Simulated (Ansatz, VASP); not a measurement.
## Two plane-wave programs on Sr2CuO3

```
O Sr Cu
1.0
     0.00000    0.00000    3.50733
     0.00000   -3.92052    0.00000
     6.36565    1.96026   -1.75367
O Sr Cu
3 2 1
Direct
  0.00000 0.00000 0.00000
  0.15234 0.65234 0.30467
  0.84766 0.34766 0.69533
  0.35407 0.85407 0.70814
  0.64593 0.14593 0.29186
  0.00000 0.50000 0.00000
```

Alike in both runs: functional LDA; k mesh 5 × 5 × 5; occupations fermi-dirac, width 0.1002 eV; no spin polarisation.

Ansatz relaxed the structure, and its values are those at the end. VASP's run is a single point on that final structure, the one shown.

```csv
,VASP,Ansatz
version,VASP 6.6.1,Ansatz 0.2.0
potentials or method,"VASP PAW LDA potentials, release 64 (O, Sr_sv, Cu), cutoff 520 eV",PAW plane waves
valence electrons in the cell,49,57
```

|  | VASP | Ansatz | Ansatz less VASP |
| --- | --- | --- | --- |
| pressure (GPa) | -6.0 | -6.8 | -0.77 |
| rms of the force components (eV/Å) | 0.017 | 0.000 | -0.0165 |

LDA's correlation is that of Perdew and Zunger in VASP and of Perdew and Wang (1992) in Ansatz. VASP's potentials hold 49 valence electrons a cell and Ansatz's 57, so a difference there can come from the potentials and not from the codes. Ansatz's warnings: stress scf threshold loose.

The k mesh is coarse, so the values compare programs but aren't converged.
